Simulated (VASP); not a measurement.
Input of a VASP 6.6.1 run:

POSCAR

```
LiF
1.0
    0.0000000000      1.8528800000      2.0140000000
    1.8528800000      0.0000000000      2.0140000000
    1.8528800000      1.8528800000      0.0000000000
Li F
1 1
Direct
    0.0000000000      0.0000000000      0.0000000000
    0.5000000000      0.5000000000      0.5000000000
```

Contents of INCAR.step1:

```
SYSTEM = LiF
PREC = Accurate
ENCUT = 520
ISMEAR = 0
SIGMA = 0.05
LREAL = .FALSE.
LASPH = .TRUE.
NELM = 80
NBANDS = 12
GGA = PE
ALGO = Normal
EDIFF = 1E-4
LWAVE = .TRUE.
LCHARG = .FALSE.
```

INCAR.step2

```
SYSTEM = LiF
PREC = Accurate
ENCUT = 520
EDIFF = 1E-6
ISMEAR = 0
SIGMA = 0.05
LREAL = .FALSE.
LASPH = .TRUE.
NELM = 80
ALGO = Normal
ISIF = 2
LWAVE = .FALSE.
LCHARG = .FALSE.
METAGGA = R2SCAN
LMIXTAU = .TRUE.
NBANDS = 12
ISTART = 1
```

KPOINTS

```
regular mesh
0
G
  10 10 10
  0 0 0
```

Potentials or basis: VASP PAW PBE potentials, release 64 (Li_sv, F).

Command:

```bash
$ cat potpaw_PBE.64/Li_sv/POTCAR potpaw_PBE.64/F/POTCAR > POTCAR
$ cp INCAR.step1 INCAR
$ mpirun -np 1 vasp_std > vasp.out
$ cp INCAR.step2 INCAR
$ mpirun -np 1 vasp_std > vasp.out
```

**Question.** What does it give for the band gap on the k mesh?

**Answer.** 11.74 eV.

Caveat: the cell differs from its parent crystal (strain -0.080 along x and y, +0.000 along z). A k mesh can miss the band edges.
